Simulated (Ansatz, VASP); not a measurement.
# Zr in VASP and in Ansatz

```
Zr
1.0
     3.18889    0.00000    0.00000
    -1.59444    2.76166    0.00000
     0.00000    0.00000    5.10535
Zr
2
Direct
  0.33333 0.66667 0.25000
  0.66667 0.33333 0.75000
```

Alike in both runs: functional PBEsol; k mesh 12 × 12 × 6; occupations fermi-dirac, width 0.05 eV; no spin polarisation.

Ansatz relaxed the structure, and its values are those at the end. VASP's run is a single point on that final structure, the one shown.

|  | VASP | Ansatz |
| --- | --- | --- |
| version | VASP 6.6.1 | Ansatz 0.2.0 |
| potentials or method | VASP PAW PBE potentials, release 64 (Zr_sv) | PAW with Ansatz's default frozen-core files, scalar-relativistic |
| plane-wave cutoff (eV) | 520 | 420 |
| valence electrons in the cell | 24 | 24 |

Ansatz gave:

| Quantity | Value |
| --- | --- |
| pressure (GPa) | 0.0 |

Q: Estimate VASP's values.

A: Pressure (GPa): 0.1.

VASP's potentials were made for PBE, not for PBEsol. With one functional, cell and mesh, what is left measures potentials, basis and numerics.
